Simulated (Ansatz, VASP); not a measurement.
HfC: VASP beside Ansatz

```
Hf C
1.0
     2.96706    0.00000    0.00000
     0.00000    2.96706    0.00000
     0.00000    0.00000    2.96706
Hf C
1 1
Cartesian
  0.0000 0.0000 0.0000
  1.4835 1.4835 1.4835
```

Alike in both runs: task single point; functional PBE; k mesh 12 × 12 × 12; occupations gaussian, width 0.05 eV; no spin polarisation.

```csv
,VASP,Ansatz
version,VASP 6.6.1,Ansatz 0.2.0
potentials or method,"VASP PAW PBE potentials, release 64 (Hf_pv, C), cutoff 520 eV","scalar-relativistic, plane waves, PAW"
valence electrons in the cell,14,30
```

```csv
,VASP,Ansatz,Ansatz less VASP
gap on the k mesh at the Fermi level (eV),none,none,-
pressure (GPa),-13.2,-12.0,+1.22
```

A gap of «none» marks a metal or a gap that the smearing closes. VASP's potentials hold 14 valence electrons a cell and Ansatz's 30, so a difference there can come from the potentials and not from the codes.

Spin-orbit coupling is off throughout.
